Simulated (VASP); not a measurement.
## W: relaxation of cell and atoms with PBE

W:

```
W
1.0
    -1.58000    1.58000    1.58000
     1.58000   -1.58000    1.58000
     1.58000    1.58000   -1.58000
W
1
Direct
  0.00000 0.00000 0.00000
```

| Item | Value |
| --- | --- |
| Program | VASP 6.6.1 |
| Task | relaxation of cell and atoms |
| Functional | PBE |
| Potentials or basis | VASP PAW PBE potentials, release 64 (W_sv) |
| Cutoff | 500 eV |
| k mesh | 21 × 21 × 21 |
| Occupations | fermi-dirac, width 0.05 eV |
| Spin | no spin polarisation |
| Dipole correction | no |
| Further INCAR settings | ALGO = Normal; EDIFF = 1e-07; IBRION = 2; EDIFFG = -0.02; NSW = 60; ISIF = 3 |

```
Relaxed volume                        : 16.16 Å³/atom
Relaxed cell                          : a = 2.759 Å, b = 2.759 Å, c = 2.759 Å, α = 109.47°, β = 109.47°, γ = 109.47°
Space group after relaxing (to 0.1 Å) : Im-3m (No. 229)
Energy gained by relaxing             : 9.1 meV/atom
Ionic steps                           : 4
Pressure after relaxing               : 0.0 GPa
Band gap on the k mesh                : zero (bands 7 and 8 overlap by 5.95 eV)
```

Step by step:
```csv
step,energy change (eV),largest force (eV/Å),pressure (GPa),volume (Å³)
1,0.0000,0.0000,7.75,15.78
2,0.0931,0.0000,-21.42,17.59
3,-0.0091,0.0000,-0.27,16.18
4,-0.0091,0.0000,-0.01,16.16
```

Final structure:
```xyz
1
Lattice="-1.5928 1.5928 1.5928 1.5928 -1.5928 1.5928 1.5928 1.5928 -1.5928" Properties=species:S:1:pos:R:3 pbc="T T T"
W     0.0000    0.0000    0.0000
```

Levels at points of the mesh, in eV from the Fermi level:
```csv
k point,band 5,band 6,band 7,band 8,band 9,band 10
"(0.00, 0.00, 0.00)",-9.59,-1.26,-1.26,-1.26,2.15,2.15
```

Wall time 46 s on 1 thread of AMD EPYC 9R45 96-Core Processor (Zen 5), with other jobs on the host, peak memory 0.14 GiB.

Caveat: spin-orbit coupling is left out, which moves the levels of the heavy elements.
